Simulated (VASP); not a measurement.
# CaO (Fm-3m) in VASP: further runs

The runs below take CaO through single point, relaxation of cell and atoms, with r2SCAN.

Everything below comes from runs of VASP 6.6.1. Logs are shortened: lines on timing, memory, paths and dates and some standing lists are left out, and cuts for length are marked.

## Step 1: The cell of the first run

It takes space group Fm-3m (No. 225, cubic). The conventional cell has a = 4.795 Å, b = 4.795 Å, c = 4.795 Å, α = 90.00°, β = 90.00°, γ = 90.00°. Ca (site symmetry m-3m) has 6 O at 2.40 Å within 3.2 Å. Within 3.2 Å of O (site symmetry m-3m) lie 6 Ca at 2.40 Å.

## Step 2: Single point, r2SCAN

File POSCAR:

```
CaO
1.0
    0.0000000000      2.3976771526      2.3976771526
    2.3976771526      0.0000000000      2.3976771526
    2.3976771526      2.3976771526      0.0000000000
Ca O
1 1
Direct
    0.0000000000      0.0000000000      0.0000000000
    0.5000000000      0.5000000000      0.5000000000
```

File INCAR.step1:

```
PREC = Accurate
ENCUT = 520
ISMEAR = 0
SIGMA = 0.02
LREAL = False
LASPH = True
NELM = 80
NBANDS = 15
GGA = PE
ALGO = Normal
EDIFF = 1E-4
LWAVE = True
LCHARG = False
```

File INCAR.step2:

```
PREC = Accurate
ENCUT = 520
EDIFF = 1E-6
ISMEAR = 0
SIGMA = 0.02
LREAL = False
LASPH = True
NELM = 80
ALGO = Normal
ISIF = 2
LWAVE = False
LCHARG = False
METAGGA = R2SCAN
LMIXTAU = True
NBANDS = 15
ISTART = 1
```

File KPOINTS:

```
regular mesh
0
Gamma
  8 8 8
```

Potentials or basis: VASP PAW PBE potentials, release 64 (Ca_sv, O).

Launch:

```console
cat potpaw_PBE.64/Ca_sv/POTCAR potpaw_PBE.64/O/POTCAR > POTCAR
cp INCAR.step1 INCAR
mpirun -np 1 vasp_std > vasp.out
cp INCAR.step2 INCAR
mpirun -np 1 vasp_std > vasp.out
```

OUTCAR:

```text
PREC = Accurate
   ENCUT = 520
   EDIFF = 1E-6
   ISMEAR = 0
   LREAL = False
   LASPH = True
   NELM = 80
   ISIF = 2
   METAGGA = R2SCAN
   ISTART = 1

 ion  position               nearest neighbor table
   1  0.000  0.000  0.000-   2 2.40   2 2.40   2 2.40   2 2.40   2 2.40   2 2.40
   2  0.500  0.500  0.500-   1 2.40   1 2.40   1 2.40   1 2.40   1 2.40   1 2.40

  LATTYP: Found a face centered cubic cell.
 ALAT       =     4.7953543052

  Lattice vectors:

 A1 = (   0.0000000000,   2.3976771526,   2.3976771526)
 A2 = (   2.3976771526,   0.0000000000,   2.3976771526)
 A3 = (   2.3976771526,   2.3976771526,   0.0000000000)

Analysis of symmetry for initial positions (statically):
=====================================================================
 Subroutine PRICEL returns:
 Original cell was already a primitive cell.

 Routine SETGRP: Setting up the symmetry group for a
 face centered cubic supercell.

 Subroutine GETGRP returns: Found 48 space group operations
 (whereof 48 operations were pure point group operations)
 out of a pool of 48 trial point group operations.

The static configuration has the point symmetry O_h .

Analysis of symmetry for dynamics (positions and initial velocities):
=====================================================================
 Subroutine PRICEL returns:
 Original cell was already a primitive cell.

 Routine SETGRP: Setting up the symmetry group for a
 face centered cubic supercell.

 Subroutine GETGRP returns: Found 48 space group operations
 (whereof 48 operations were pure point group operations)
 out of a pool of 48 trial point group operations.

The dynamic configuration has the point symmetry O_h .

 Subroutine INISYM returns: Found 48 space group operations
 (whereof 48 operations are pure point group operations),
 and found     1 'primitive' translations

----------------------------------------------------------------------------------------

                                     Primitive cell

  volume of cell :      27.5678

  direct lattice vectors                    reciprocal lattice vectors
     0.000000000  2.397677153  2.397677153    -0.208535165  0.208535165  0.208535165
     2.397677153  0.000000000  2.397677153     0.208535165 -0.208535165  0.208535165
     2.397677153  2.397677153  0.000000000     0.208535165  0.208535165 -0.208535165

  length of vectors
     3.390827547  3.390827547  3.390827547     0.361193500  0.361193500  0.361193500

  position of ions in fractional coordinates (direct lattice)
     0.000000000  0.000000000  0.000000000
     0.500000000  0.500000000  0.500000000

  ion indices of the primitive-cell ions
   primitive index   ion index
                 1           1
                 2           2

----------------------------------------------------------------------------------------

 KPOINTS: regular mesh

Automatic generation of k-mesh.
 Grid dimensions read from file:
 generate k-points for:    8    8    8

 Generating k-lattice:

  Cartesian coordinates                     Fractional coordinates (reciprocal lattice)
    -0.026066896  0.026066896  0.026066896     0.125000000  0.000000000  0.000000000
     0.026066896 -0.026066896  0.026066896     0.000000000  0.125000000  0.000000000
     0.026066896  0.026066896 -0.026066896     0.000000000  0.000000000  0.125000000

  Length of vectors
     0.045149188  0.045149188  0.045149188

  Shift w.r.t. Gamma in fractional coordinates (k-lattice)
     0.000000000  0.000000000  0.000000000

 Subroutine IBZKPT returns following result:
 ===========================================

 Found     29 irreducible k-points:

 Following reciprocal coordinates:
            Coordinates               Weight
  0.000000  0.000000  0.000000      1.000000
  0.125000  0.000000  0.000000      8.000000
  0.250000  0.000000  0.000000      8.000000
  0.375000  0.000000  0.000000      8.000000
  0.500000  0.000000  0.000000      4.000000
  0.125000  0.125000  0.000000      6.000000
[... 16 lines left out ...]
  0.500000  0.250000  0.125000     48.000000
 -0.375000  0.250000  0.125000     24.000000
 [... further k-points ...]
   k-points           NKPTS =     29   k-points in BZ     NKDIM =     29   number of bands    NBANDS=     15
   number of dos      NEDOS =    301   number of ions     NIONS =      2
   total plane-waves  NPLWV =  21952
   dimension x,y,z NGX =    28 NGY =   28 NGZ =   28
   dimension x,y,z NGXF=    56 NGYF=   56 NGZF=   56
   ions per type =               1   1
   NGX,Y,Z   is equivalent  to a cutoff of  13.73, 13.73, 13.73 a.u.
   NGXF,Y,Z  is equivalent  to a cutoff of  27.46, 27.46, 27.46 a.u.
 SYSTEM =  unknown system
   PREC   = accura    normal or accurate (medium, high low for compatibility)
   ISTART =      1    job   : 0-new  1-cont  2-samecut
   ICHARG =      0    charge: 1-file 2-atom 10-const
   ISPIN  =      1    spin polarized calculation?
   LNONCOLLINEAR =      F non collinear calculations
   LSORBIT =      F    spin-orbit coupling
   LASPH  =      T    aspherical Exc in radial PAW
   ENCUT  =  520.0 eV  38.22 Ry    6.18 a.u.   6.30  6.30  6.30*2*pi/ulx,y,z
   NELM   =     80;   NELMIN=  2; NELMDL=  0     # of ELM steps
   EDIFF  = 0.1E-05   stopping-criterion for ELM
   LREAL  =      F    real-space projection
   EDIFFG = 0.1E-04   stopping-criterion for IOM
   NSW    =      0    number of steps for IOM
   IBRION =     -1    ionic relax: 0-MD 1-quasi-New 2-CG
   NFREE  =      0    steps in history (QN), initial steepest desc. (CG)
   ISIF   =      2    stress and relaxation
   ISYM   =      2    0-nonsym 1-usesym 2-fastsym
   POTIM  = 0.5000    time-step for ionic-motion
   TEBEG  =    0.0;   TEEND  =   0.0 temperature during run
   PSTRESS=    0.0 pullay stress
   NELECT =      16.0000    total number of electrons
   NUPDOWN=      -1.0000    fix difference up-down
   EMIN   =  10.00;   EMAX   =-10.00  energy-range for DOS
   EFERMI =   0.00;   METHOD = LEGACY
   ISMEAR =     0;   SIGMA  =   0.02  broadening in eV -4-tet -1-fermi 0-gaus
   EFERMI_NEDOS =   21; number of points for ismear=-14 and -15
   IALGO  =     38    algorithm
   IMIX   =      4    mixing-type and parameters
     AMIX     =   0.40;   BMIX     =  1.00
     AMIX_MAG =   1.60;   BMIX_MAG =  1.00
  volume/ion in A,a.u.               =      13.78        93.02
  Fermi-wavevector in a.u.,A,eV,Ry     =   1.365570  2.580554 25.371910  1.864783
  Thomas-Fermi vector in A             =   2.491787
   LORBIT       =      0    0 simple, 1 ext, 2 COOP (PROOUT), +10 PAW based schemes
   METAGGA = R2SCAN    functional components
   LHFCALC =     F    Hartree Fock is set to
   AEXX    =    0.0000 exact exchange contribution
   IVDW    =     0    specifies the selected vdW correction
   LEPSILON=     F    determine dielectric tensor
   LRPA    =     F    only Hartree local field effects (RPA)
 non-spin polarized calculation
 Gauss-broadening in eV      SIGMA  =   0.02
  energy-cutoff  :      520.00
  volume of cell :       27.57
 maximum number of plane-waves:       754
 NGX is ok and might be reduce to    28
   NGX = 13   NGY = 13   NGZ = 13

 number of electron      15.9999997 magnetization

 Free energy of the ion-electron system (eV)
  ---------------------------------------------------
  ext. energy  EPLUGINS =         0.00000000
  ---------------------------------------------------
  free energy    TOTEN  =       -19.45307614 eV

  energy without entropy =      -19.45307614  energy(sigma->0) =      -19.45307614

 E-fermi :   2.2184     XC(G=0): -11.1111

 val. band max:        2.0538735273   @ k =   0.0000   0.0000   0.0000
 cond. band min:       6.2409867605   @ k =   0.5000   0.5000   0.0000
 fundamental gap:      4.1871132332
 Fermi energy:         2.2184118730

 k-point     1 :       0.0000    0.0000    0.0000
  band No.  band energies     occupation
      1     -36.9727      2.00000
      2     -16.8597      2.00000
      3     -16.8597      2.00000
      4     -16.8596      2.00000
      5     -14.4328      2.00000
      6       2.0539      2.00000
      7       2.0539      2.00000
      8       2.0539      2.00000
      9       7.5411      0.00000
     10       8.9243      0.00000
     11       8.9243      0.00000
     12       8.9243      0.00000
     13      10.5321      0.00000
     14      10.5321      0.00000
     15      17.8724      0.00000

 k-point     2 :       0.1250    0.0000    0.0000
  band No.  band energies     occupation
      1     -36.9575      2.00000
      2     -17.1087      2.00000
      3     -16.8673      2.00000
      4     -16.8673      2.00000
      5     -14.1750      2.00000
      6       1.5377      2.00000
      7       1.8440      2.00000
      8       1.8440      2.00000
      9       8.2222      0.00000
     10       8.8802      0.00000
     11       9.1976      0.00000
     12       9.1976      0.00000
     13      10.9094      0.00000
     14      10.9094      0.00000
     15      18.4804      0.00000

 k-point     3 :       0.2500    0.0000    0.0000
  band No.  band energies     occupation
      1     -36.9206      2.00000
      2     -17.5818      2.00000
      3     -16.8856      2.00000
      4     -16.8856      2.00000
      5     -13.6789      2.00000
      6       0.5447      2.00000
      7       1.3909      2.00000
      8       1.3909      2.00000
      9       8.9550      0.00000
     10       9.7017      0.00000
     11       9.9160      0.00000
     12       9.9160      0.00000
     13      11.8216      0.00000
     14      11.8216      0.00000
     15      18.8831      0.00000
[... 343 lines left out ...]
 k-point    23 :       0.5000    0.2500    0.1250
  band No.  band energies     occupation
      1     -36.8643      2.00000
      2     -17.7799      2.00000
      3     -17.0859      2.00000
      4     -16.9596      2.00000
      5     -13.4907      2.00000
      6       0.0665      2.00000
      7       0.9789      2.00000
      8       1.2195      2.00000
      9       8.5530      0.00000
     10      10.2745      0.00000
     11      11.2462      0.00000
     12      11.3931      0.00000
     13      12.7887      0.00000
     14      14.0439      0.00000
     15      17.9182      0.00000

 k-point    24 :      -0.3750    0.2500    0.1250
  band No.  band energies     occupation
      1     -36.8520      2.00000
      2     -17.8449      2.00000
      3     -17.1002      2.00000
      4     -16.9863      2.00000
      5     -13.4337      2.00000
      6       0.0183      2.00000
      7       0.9290      2.00000
      8       0.9918      2.00000
      9       9.4626      0.00000
     10       9.5514      0.00000
     11      11.5474      0.00000
     12      11.7793      0.00000
     13      13.0863      0.00000
     14      14.8561      0.00000
     15      17.0239      0.00000

 [... further k-points ...]
[... 5 lines left out ...]
  --------------------------------------------------------------------------------------
  -------------------------------------------------------------------------------------
  Total        0.1747402      0.1747402      0.1747402     -0.0000000      0.0000000      0.0000000
  in kB       10.1555014     10.1555014     10.1555014     -0.0000000      0.0000000      0.0000000
  external PRESSURE =      10.1555014 kB  Pullay stress =       0.0000000 kB

 VOLUME and BASIS-vectors are now :
 -----------------------------------------------------------------------------
  energy-cutoff  :      520.00
  volume of cell :       27.57
      direct lattice vectors                 reciprocal lattice vectors
     0.000000000  2.397677153  2.397677153    -0.208535165  0.208535165  0.208535165
     2.397677153  0.000000000  2.397677153     0.208535165 -0.208535165  0.208535165
     2.397677153  2.397677153  0.000000000     0.208535165  0.208535165 -0.208535165

 POSITION                                       TOTAL-FORCE (eV/Angst)
 -----------------------------------------------------------------------------------
      0.00000      0.00000      0.00000         0.000000     -0.000000      0.000000
      2.39768      2.39768      2.39768        -0.000000      0.000000     -0.000000
 -----------------------------------------------------------------------------------
    total drift:                                0.000000      0.000000      0.000000

  FREE ENERGIE OF THE ION-ELECTRON SYSTEM (eV)
  ---------------------------------------------------
  free  energy   TOTEN  =       -19.4530761386 eV

  energy  without entropy=      -19.4530761386  energy(sigma->0) =      -19.45307614
```

It took 84 s on 1 thread of Intel Xeon 8259CL, shared host; peak memory 0.17 GiB.

Results:

* Free energy: -19.4531 eV
* Pressure: 1.0 GPa
* Band gap on the k mesh: 4.19 eV (least direct gap 4.56 eV)

Levels at points of the mesh, in eV from the valence-band top:
```csv
k point,band 4,band 5,band 6,band 7,band 8,band 9,band 10,band 11,band 12,band 13
"(0.00, 0.00, 0.00)",-18.91,-16.49,0.00,0.00,0.00,5.49,6.87,6.87,6.87,8.48
"(0.50, 0.00, 0.00)",-18.96,-15.18,-2.62,-1.21,-1.21,7.73,9.09,9.09,9.27,11.25
"(0.50, 0.50, 0.00)",-19.15,-16.27,-1.29,-0.37,-0.37,4.19,8.81,9.67,10.28,10.28
```

Caveat: the PAW data sets were made with another functional, which shifts forces and pressure a little. r2SCAN opens gaps a little over a GGA but as a rule still falls short of measured ones.

## Step 3: Relaxation of cell and atoms, r2SCAN

This run uses another cell than the first one, of 14.77 Å³/atom.

File POSCAR:

```
CaO
1.0
    0.0000000000      2.4535000000      2.4535000000
    2.4535000000      0.0000000000      2.4535000000
    2.4535000000      2.4535000000      0.0000000000
Ca O
1 1
Direct
    0.0000000000      0.0000000000      0.0000000000
    0.5000000000      0.5000000000      0.5000000000
```

File INCAR.step1:

```
SYSTEM = CaO
PREC = Accurate
ENCUT = 600
ISMEAR = 0
SIGMA = 0.02
LREAL = .False.
LASPH = .True.
NELM = 60
GGA = PE
ALGO = Normal
EDIFF = 1E-4
LWAVE = .True.
LCHARG = .False.
```

File INCAR.step2:

```
SYSTEM = CaO
PREC = Accurate
ENCUT = 600
EDIFF = 1E-6
ISMEAR = 0
SIGMA = 0.02
LREAL = .False.
LASPH = .True.
NELM = 60
ALGO = Normal
ISIF = 3
LWAVE = .False.
LCHARG = .False.
METAGGA = R2SCAN
LMIXTAU = .True.
IBRION = 2
NSW = 100
EDIFFG = -0.002
ISTART = 1
```

File KPOINTS:

```
regular mesh
0
Gamma
  8 8 8
  0 0 0
```

Potentials or basis: VASP PAW PBE potentials, release 64 (Ca_sv, O).

Launch:

```console
cat potpaw_PBE.64/Ca_sv/POTCAR potpaw_PBE.64/O/POTCAR > POTCAR
cp INCAR.step1 INCAR
mpirun -np 1 vasp_std > vasp.out
cp INCAR.step2 INCAR
mpirun -np 1 vasp_std > vasp.out
```

It took 2.5 min on 1 thread of Intel Xeon 8259CL, shared host; peak memory 0.18 GiB.

Results (log left out):

```yaml
Free_energy: -19.4606 eV
Relaxed_volume: 13.88 Å³/atom
Relaxed_cell: a = 3.399 Å, b = 3.399 Å, c = 3.399 Å, α = 60.00°, β = 60.00°, γ = 60.00°
Space_group_after_relaxing_to_0.1_Å: Fm-3m (No. 225)
Energy_gained_by_relaxing: 18.3 meV/atom
Ionic_steps: 3
Pressure_after_relaxing: 0.0 GPa
Band_gap_on_the_k_mesh: 4.19 eV (least direct gap 4.56 eV)
```

The path:
| step | energy change (eV) | largest force (eV/Å) | pressure (GPa) | volume (Å³) |
| --- | --- | --- | --- | --- |
| 1 | 0.0000 | 0.0000 | -6.27 | 29.54 |
| 2 | -0.0311 | 0.0000 | 2.85 | 27.14 |
| 3 | -0.0366 | 0.0000 | 0.01 | 27.77 |

Final structure:
```cif
data_structure
_symmetry_space_group_name_H-M 'P 1'
_symmetry_Int_Tables_number 1
_cell_length_a 3.3991
_cell_length_b 3.3991
_cell_length_c 3.3991
_cell_angle_alpha 60.000
_cell_angle_beta 60.000
_cell_angle_gamma 60.000
_cell_volume 27.77
loop_
_atom_site_label
_atom_site_type_symbol
_atom_site_fract_x
_atom_site_fract_y
_atom_site_fract_z
_atom_site_occupancy
Ca1 Ca 0.00000 0.00000 0.00000 1
O1 O 0.50000 0.50000 0.50000 1
```

Levels at points of the mesh, in eV from the valence-band top:
| k point | band 4 | band 5 | band 6 | band 7 | band 8 | band 9 | band 10 | band 11 | band 12 |
| --- | --- | --- | --- | --- | --- | --- | --- | --- | --- |
| (0.00, 0.00, 0.00) | -18.95 | -16.47 | 0.00 | 0.00 | 0.00 | 5.42 | 6.85 | 6.85 | 6.85 |
| (0.50, 0.00, 0.00) | -19.00 | -15.20 | -2.60 | -1.20 | -1.20 | 7.70 | 9.04 | 9.04 | 9.21 |
| (0.50, 0.50, 0.00) | -19.18 | -16.25 | -1.29 | -0.37 | -0.37 | 4.19 | 8.76 | 9.63 | 10.23 |

Caveat: the PAW data sets were made with another functional, which shifts forces and pressure a little. A k mesh can miss the band edges.
